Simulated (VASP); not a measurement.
Here is a VASP 6.6.1 calculation.

INCAR

```
PREC = Accurate ; ENCUT = 520
EDIFF = 1E-6 ; ISMEAR = 0
SIGMA = 0.1 ; LREAL = False
LASPH = True ; NELM = 100
ALGO = Fast ; ISIF = 2
LWAVE = False ; LCHARG = False
GGA = PS ; NBANDS = 17
```

The input KPOINTS:

```
Automatic mesh
0
Gamma
  12 12 8
```

The input POSCAR:

```
Sr
1.0
    4.1945373725      0.0000000000      0.0000000000
   -2.0972686862      3.6325759217      0.0000000000
    0.0687852529      0.0000000000      6.8785252927
Sr
2
Direct
    0.3333333333      0.6666666667      0.2500000000
    0.6666666666      0.3333333333      0.7500000000
```

Potentials or basis: VASP PAW PBE potentials, release 64 (Sr_sv).

Launch:

```sh
$ cat potpaw_PBE.64/Sr_sv/POTCAR > POTCAR
$ mpirun -np 1 vasp_std > vasp.out
```

(1) Estimate the band gap on the k mesh.

(2) Predict the pressure.

Results:

(1) zero (bands 10 and 11 overlap by 0.23 eV).

(2) 0.0 GPa.

Caveat: the cell differs from its parent crystal (shear of c along a, cell held: +1.0 %, then relaxed in part); the PAW data sets were made with another functional, which shifts forces and pressure a little.
